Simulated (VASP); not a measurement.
# PbS (Galena) in VASP: notebook

The runs below take PbS (Galena) through single point, with PBEsol.

Program: VASP 6.6.1. These are calculated values, not measurements. Logs are shortened: lines on timing, memory, paths and dates and some standing lists are left out, and cuts for length are marked.

## 1. The cell of the first run

Symmetry: Fm-3m, No. 225, cubic system. The conventional cell has a = 5.931 Å, b = 5.931 Å, c = 5.931 Å, α = 90.00°, β = 90.00°, γ = 90.00°. Within 3.9 Å of Pb (site symmetry m-3m) lie 6 S at 2.97 Å. Within 3.9 Å of S (site symmetry m-3m) lie 6 Pb at 2.97 Å.

## 2. Single point, PBEsol

INCAR reads:

```
SYSTEM = PbS
  PREC = Accurate
  ENCUT = 520
  EDIFF = 1E-6
  ISMEAR = 0
  SIGMA = 0.01
  LREAL = .FALSE.
  LASPH = .TRUE.
  NELM = 60
  ALGO = Normal
  ISIF = 2
  LWAVE = .FALSE.
  LCHARG = .FALSE.
  GGA = PS
  NBANDS = 17
```

KPOINTS reads:

```
Automatic mesh
0
G
  5 5 5
  0 0 0
```

POSCAR reads:

```
PbS
1.0
    0.0000000000      2.9657500000      2.9657500000
    2.9657500000      0.0000000000      2.9657500000
    2.9657500000      2.9657500000      0.0000000000
Pb S
1 1
Direct
    0.0000000000      0.0000000000      0.0000000000
    0.5000000000      0.5000000000      0.5000000000
```

Potentials or basis: VASP PAW PBE potentials, release 64 (Pb_d, S).

Launch:

```sh
> cat potpaw_PBE.64/Pb_d/POTCAR potpaw_PBE.64/S/POTCAR > POTCAR
> mpirun -np 1 vasp_std > vasp.out
```

OUTCAR:

```text
SYSTEM = PbS
   PREC = Accurate
   ENCUT = 520
   EDIFF = 1E-6
   ISMEAR = 0
   LREAL = .FALSE.
   LASPH = .TRUE.
   NELM = 60
   ISIF = 2
   GGA = PS

 ion  position               nearest neighbor table
   1  0.000  0.000  0.000-   2 2.97   2 2.97   2 2.97   2 2.97   2 2.97   2 2.97
   2  0.500  0.500  0.500-   1 2.97   1 2.97   1 2.97   1 2.97   1 2.97   1 2.97

  LATTYP: Found a face centered cubic cell.
 ALAT       =     5.9315000000

  Lattice vectors:

 A1 = (   0.0000000000,   2.9657500000,   2.9657500000)
 A2 = (   2.9657500000,   0.0000000000,   2.9657500000)
 A3 = (   2.9657500000,   2.9657500000,   0.0000000000)

Analysis of symmetry for initial positions (statically):
=====================================================================
 Subroutine PRICEL returns:
 Original cell was already a primitive cell.

 Routine SETGRP: Setting up the symmetry group for a
 face centered cubic supercell.

 Subroutine GETGRP returns: Found 48 space group operations
 (whereof 48 operations were pure point group operations)
 out of a pool of 48 trial point group operations.

The static configuration has the point symmetry O_h .

Analysis of symmetry for dynamics (positions and initial velocities):
=====================================================================
 Subroutine PRICEL returns:
 Original cell was already a primitive cell.

 Routine SETGRP: Setting up the symmetry group for a
 face centered cubic supercell.

 Subroutine GETGRP returns: Found 48 space group operations
 (whereof 48 operations were pure point group operations)
 out of a pool of 48 trial point group operations.

The dynamic configuration has the point symmetry O_h .

 Subroutine INISYM returns: Found 48 space group operations
 (whereof 48 operations are pure point group operations),
 and found     1 'primitive' translations

----------------------------------------------------------------------------------------

                                     Primitive cell

  volume of cell :      52.1715

  direct lattice vectors                    reciprocal lattice vectors
     0.000000000  2.965750000  2.965750000    -0.168591419  0.168591419  0.168591419
     2.965750000  0.000000000  2.965750000     0.168591419 -0.168591419  0.168591419
     2.965750000  2.965750000  0.000000000     0.168591419  0.168591419 -0.168591419

  length of vectors
     4.194203873  4.194203873  4.194203873     0.292008903  0.292008903  0.292008903

  position of ions in fractional coordinates (direct lattice)
     0.000000000  0.000000000  0.000000000
     0.500000000  0.500000000  0.500000000

  ion indices of the primitive-cell ions
[... 60 lines left out ...]
   EDIFF  = 0.1E-05   stopping-criterion for ELM
   LREAL  =      F    real-space projection
   EDIFFG = 0.1E-04   stopping-criterion for IOM
   NSW    =      0    number of steps for IOM
   IBRION =     -1    ionic relax: 0-MD 1-quasi-New 2-CG
   NFREE  =      0    steps in history (QN), initial steepest desc. (CG)
   ISIF   =      2    stress and relaxation
   ISYM   =      2    0-nonsym 1-usesym 2-fastsym
   POTIM  = 0.5000    time-step for ionic-motion
   TEBEG  =    0.0;   TEEND  =   0.0 temperature during run
   PSTRESS=    0.0 pullay stress
   NELECT =      20.0000    total number of electrons
   NUPDOWN=      -1.0000    fix difference up-down
   EMIN   =  10.00;   EMAX   =-10.00  energy-range for DOS
   EFERMI =   0.00;   METHOD = LEGACY
   ISMEAR =     0;   SIGMA  =   0.01  broadening in eV -4-tet -1-fermi 0-gaus
   EFERMI_NEDOS =   21; number of points for ismear=-14 and -15
   IALGO  =     38    algorithm
   IMIX   =      4    mixing-type and parameters
     AMIX     =   0.40;   BMIX     =  1.00
     AMIX_MAG =   1.60;   BMIX_MAG =  1.00
  volume/ion in A,a.u.               =      26.09       176.04
  Fermi-wavevector in a.u.,A,eV,Ry     =   1.189251  2.247359 19.242973  1.414319
  Thomas-Fermi vector in A             =   2.325363
   LORBIT       =      0    0 simple, 1 ext, 2 COOP (PROOUT), +10 PAW based schemes
   GGA     = PS    functional components
   LHFCALC =     F    Hartree Fock is set to
   AEXX    =    0.0000 exact exchange contribution
   IVDW    =     0    specifies the selected vdW correction
   LEPSILON=     F    determine dielectric tensor
   LRPA    =     F    only Hartree local field effects (RPA)
 non-spin polarized calculation
 Gauss-broadening in eV      SIGMA  =   0.01
  energy-cutoff  :      520.00
  volume of cell :       52.17
 maximum number of plane-waves:      1422
   NGX = 15   NGY = 15   NGZ = 15

 number of electron      19.9999998 magnetization

 Free energy of the ion-electron system (eV)
  ---------------------------------------------------
  ext. energy  EPLUGINS =         0.00000000
  ---------------------------------------------------
  free energy    TOTEN  =        -9.46998281 eV

  energy without entropy =       -9.46998281  energy(sigma->0) =       -9.46998281

 E-fermi :   5.3195     XC(G=0):  -9.8915

 val. band max:        5.2545982702   @ k =   0.4000   0.0000   0.0000
 cond. band min:       6.5026570319   @ k =   0.4000   0.0000   0.0000
 fundamental gap:      1.2480587618
 Fermi energy:         5.3195325473

 k-point     1 :       0.0000    0.0000    0.0000
  band No.  band energies     occupation
      1     -11.0626      2.00000
      2     -11.0626      2.00000
      3     -11.0626      2.00000
      4     -11.0498      2.00000
      5     -11.0498      2.00000
      6      -7.9241      2.00000
[... 177 lines left out ...]
      4     -11.0283      2.00000
      5     -11.0066      2.00000
      6      -6.3219      2.00000
[... 9 lines left out ...]
     16      17.2203      0.00000
     17      17.3114      0.00000

------------------------ aborting loop because EDIFF is reached ----------------------------------------

  FORCE on cell =-STRESS in cart. coord.  units (eV):
  Direction    XX          YY          ZZ          XY          YZ          ZX
  --------------------------------------------------------------------------------------
  -------------------------------------------------------------------------------------
  Total       -0.3670116     -0.3670116     -0.3670116      0.0000000      0.0000000     -0.0000000
  in kB      -11.2708529    -11.2708529    -11.2708529      0.0000000      0.0000000     -0.0000000
  external PRESSURE =     -11.2708529 kB  Pullay stress =       0.0000000 kB

 VOLUME and BASIS-vectors are now :
 -----------------------------------------------------------------------------
  energy-cutoff  :      520.00
  volume of cell :       52.17
      direct lattice vectors                 reciprocal lattice vectors
     0.000000000  2.965750000  2.965750000    -0.168591419  0.168591419  0.168591419
     2.965750000  0.000000000  2.965750000     0.168591419 -0.168591419  0.168591419
     2.965750000  2.965750000  0.000000000     0.168591419  0.168591419 -0.168591419

 POSITION                                       TOTAL-FORCE (eV/Angst)
 -----------------------------------------------------------------------------------
      0.00000      0.00000      0.00000        -0.000000     -0.000000      0.000000
      2.96575      2.96575      2.96575         0.000000      0.000000     -0.000000
 -----------------------------------------------------------------------------------
    total drift:                                0.000000     -0.000000     -0.000000

  FREE ENERGIE OF THE ION-ELECTRON SYSTEM (eV)
  ---------------------------------------------------
  free  energy   TOTEN  =        -9.4699828094 eV

  energy  without entropy=       -9.4699828094  energy(sigma->0) =       -9.46998281
```

OSZICAR:

```text
N       E                     dE             d eps       ncg     rms          rms(c)
DAV:   1     0.155710958735E+03    0.15571E+03   -0.95815E+03   340   0.123E+03
DAV:   2     0.243300070746E+01   -0.15328E+03   -0.14812E+03   365   0.307E+02
DAV:   3    -0.955308335711E+01   -0.11986E+02   -0.11908E+02   439   0.914E+01
DAV:   4    -0.986034452837E+01   -0.30726E+00   -0.30668E+00   405   0.160E+01
DAV:   5    -0.986978941878E+01   -0.94449E-02   -0.94442E-02   504   0.268E+00    0.446E+00
DAV:   6    -0.947353428468E+01    0.39626E+00   -0.11446E+00   541   0.759E+00    0.305E+00
DAV:   7    -0.947051655133E+01    0.30177E-02   -0.10974E-01   390   0.170E+00    0.166E+00
DAV:   8    -0.947022263402E+01    0.29392E-03   -0.11615E-02   405   0.104E+00    0.172E-01
DAV:   9    -0.946991402589E+01    0.30861E-03   -0.23133E-03   517   0.362E-01    0.697E-02
DAV:  10    -0.946998147816E+01   -0.67452E-04   -0.19078E-04   405   0.882E-02    0.282E-02
DAV:  11    -0.946998292663E+01   -0.14485E-05   -0.11077E-05   470   0.314E-02    0.771E-03
DAV:  12    -0.946998280941E+01    0.11722E-06   -0.98993E-07   338   0.136E-02
   1 F= -.94699828E+01 E0= -.94699828E+01  d E =-.176096E-21
```

stdout:

```text
POSCAR found type information on POSCAR PbS
 POSCAR found :  2 types and       2 ions
 scaLAPACK will be used
 -----------------------------------------------------------------------------
|                                                                             |
|                                                                             |
|     You enforced a specific xc type in the INCAR file but a different       |
|     I HOPE YOU KNOW WHAT YOU ARE DOING!                                     |
|                                                                             |
 -----------------------------------------------------------------------------

 LDA part: xc-table for (Slater+PW92), standard interpolation
 POSCAR, INCAR and KPOINTS ok, starting setup
 FFT: planning ... GRIDC
 FFT: planning ... GRID_SOFT
 FFT: planning ... GRID
 WAVECAR not read
 entering main loop
```

Run time: 5.5 s. Hardware: 1 thread of AMD EPYC 9R45 (Zen 5), shared host; peak memory 0.14 GiB.

Results:

| Quantity | Value |
| --- | --- |
| Free energy | -9.4700 eV |
| Pressure | -1.1 GPa |

Caveat: this odd mesh misses L, where the gap lies, so gap, dielectric constants and Born charges aren't listed; the PAW data sets were made with another functional, which shifts forces and pressure a little; spin-orbit coupling is left out, which moves the levels of the heavy elements.

## 3. Single point, PBEsol

INCAR reads:

```
ALGO = Normal
EDIFF = 1E-6
ENCUT = 520
GGA = PS
ISIF = 2
ISMEAR = 0
LASPH = True
LCHARG = False
LREAL = False
LWAVE = False
NBANDS = 17
NELM = 60
PREC = Accurate
SIGMA = 0.01
```

KPOINTS reads:

```
k-points
0
Gamma
  5 5 5
```

Changes to POSCAR since step 2:

```diff
@@ -9,2 +9,2 @@
     0.0000000000      0.0000000000      0.0000000000
-    0.5000000000      0.5000000000      0.5000000000
+    0.5150000000      0.5000000000      0.5000000000
```

Potentials or basis: VASP PAW PBE potentials, release 64 (Pb_d, S).

Launch:

```sh
> cat potpaw_PBE.64/Pb_d/POTCAR potpaw_PBE.64/S/POTCAR > POTCAR
> mpirun -np 1 vasp_std > vasp.out
```

OUTCAR:

```text
EDIFF = 1E-6
   ENCUT = 520
   GGA = PS
   ISIF = 2
   ISMEAR = 0
   LASPH = True
   LREAL = False
   NELM = 60
   PREC = Accurate

 ion  position               nearest neighbor table
   1  0.000  0.000  0.000-   2 2.92   2 2.92   2 2.97   2 2.97   2 3.01   2 3.01
   2  0.515  0.500  0.500-   1 2.92   1 2.92   1 2.97   1 2.97   1 3.01   1 3.01

  LATTYP: Found a face centered cubic cell.
 ALAT       =     5.9315000000

  Lattice vectors:

 A1 = (   0.0000000000,   2.9657500000,   2.9657500000)
 A2 = (   2.9657500000,   0.0000000000,   2.9657500000)
 A3 = (   2.9657500000,   2.9657500000,   0.0000000000)

Analysis of symmetry for initial positions (statically):
=====================================================================
 Subroutine PRICEL returns:
 Original cell was already a primitive cell.

 Routine SETGRP: Setting up the symmetry group for a
 face centered cubic supercell.

 Subroutine GETGRP returns: Found  4 space group operations
 (whereof  4 operations were pure point group operations)
 out of a pool of 48 trial point group operations.

The static configuration has the point symmetry C_2v.

[... 159 lines left out ...]

 E-fermi :   5.3194     XC(G=0):  -9.8907

 val. band max:        5.2551774774   @ k =   0.0000   0.4000   0.0000
 cond. band min:       6.5066774569   @ k =   0.0000   0.4000   0.0000
 fundamental gap:      1.2514999795
 Fermi energy:         5.3193794437

 k-point     1 :       0.0000    0.0000    0.0000
  band No.  band energies     occupation
      1     -11.0609      2.00000
      2     -11.0604      2.00000
      3     -11.0602      2.00000
      4     -11.0481      2.00000
      5     -11.0481      2.00000
      6      -7.9292      2.00000
[... 457 lines left out ...]
      4     -11.0260      2.00000
      5     -11.0046      2.00000
      6      -6.3285      2.00000
[... 9 lines left out ...]
     16      17.2165      0.00000
     17      17.3080      0.00000

 [... further k-points ...]

------------------------ aborting loop because EDIFF is reached ----------------------------------------

  FORCE on cell =-STRESS in cart. coord.  units (eV):
  Direction    XX          YY          ZZ          XY          YZ          ZX
  --------------------------------------------------------------------------------------
  -------------------------------------------------------------------------------------
  Total       -0.3641194     -0.3377176     -0.3377176      0.0000000      0.0062948      0.0000000
  in kB      -11.1820348    -10.3712389    -10.3712389      0.0000000      0.1933111      0.0000000
  external PRESSURE =     -10.6415042 kB  Pullay stress =       0.0000000 kB

 VOLUME and BASIS-vectors are now :
 -----------------------------------------------------------------------------
  energy-cutoff  :      520.00
  volume of cell :       52.17
      direct lattice vectors                 reciprocal lattice vectors
     0.000000000  2.965750000  2.965750000    -0.168591419  0.168591419  0.168591419
     2.965750000  0.000000000  2.965750000     0.168591419 -0.168591419  0.168591419
     2.965750000  2.965750000  0.000000000     0.168591419  0.168591419 -0.168591419

 POSITION                                       TOTAL-FORCE (eV/Angst)
 -----------------------------------------------------------------------------------
      0.00000      0.00000      0.00000        -0.000000      0.013899      0.013899
      2.96575      3.01024      3.01024         0.000000     -0.013899     -0.013899
 -----------------------------------------------------------------------------------
    total drift:                                0.000000      0.000334      0.000334

  FREE ENERGIE OF THE ION-ELECTRON SYSTEM (eV)
  ---------------------------------------------------
  free  energy   TOTEN  =        -9.4694144295 eV

  energy  without entropy=       -9.4694144295  energy(sigma->0) =       -9.46941443
```

stdout:

```text
POSCAR found type information on POSCAR PbS
 POSCAR found :  2 types and       2 ions
 scaLAPACK will be used
 -----------------------------------------------------------------------------
|                                                                             |
|                                                                             |
|     You enforced a specific xc type in the INCAR file but a different       |
|     I HOPE YOU KNOW WHAT YOU ARE DOING!                                     |
|                                                                             |
 -----------------------------------------------------------------------------

 LDA part: xc-table for (Slater+PW92), standard interpolation
 POSCAR, INCAR and KPOINTS ok, starting setup
 FFT: planning ... GRIDC
 FFT: planning ... GRID_SOFT
 FFT: planning ... GRID
 WAVECAR not read
 entering main loop
```

Run time: 12 s. Hardware: 1 thread of AMD EPYC 9R45 (Zen 5), shared host; peak memory 0.15 GiB.

Results:

- Free energy: -9.4694 eV
- Pressure: -1.1 GPa
- Largest force: 0.020 eV/Å
- Band gap on the k mesh: 1.25 eV, direct

Forces on the atoms (eV/Å):
```
Pb   0.000  0.014  0.014
S    0.000 -0.014 -0.014
```

Caveat: the PAW data sets were made with another functional, which shifts forces and pressure a little; spin-orbit coupling is left out, which moves the levels of the heavy elements.
